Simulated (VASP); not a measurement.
Here is a VASP 6.6.1 calculation.

File INCAR:

```
  ALGO = Normal
  EDIFF = 1E-6
  ENCUT = 520
  GGA = PE
  ISIF = 2
  ISMEAR = 0
  LASPH = T
  LCHARG = F
  LREAL = F
  LWAVE = F
  NBANDS = 17
  NELM = 100
  PREC = Accurate
  SIGMA = 0.1
```

KPOINTS

```
k-points
0
Gamma
  4 4 4
```

POSCAR

```
SnTe
1.0
    3.1290780328     -3.1645930812      0.0000000000
    3.1290780328      3.1645930812      0.0000000000
    0.0000000000      0.0000000000      3.1801424150
Sn Te
1 1
Direct
    0.5000000000      0.5000000000      0.0000000000
    0.0000000000      0.0000000000      0.0000000000
```

Potentials or basis: VASP PAW PBE potentials, release 64 (Sn_d, Te).

Command:

```bash
$ cat potpaw_PBE.64/Sn_d/POTCAR potpaw_PBE.64/Te/POTCAR > POTCAR
$ mpirun -np 1 vasp_std > vasp.out
```

(1) Estimate the pressure.

(2) Estimate the band gap on the k mesh.

Answers

(1) 0.0 GPa.

(2) zero (bands 10 and 11 overlap by 5.18 eV).

Caveat: the k points lie up to 0.49 Å⁻¹ apart, too coarse for converged energies and pressures of a metal; spin-orbit coupling is left out, which moves the levels of the heavy elements.
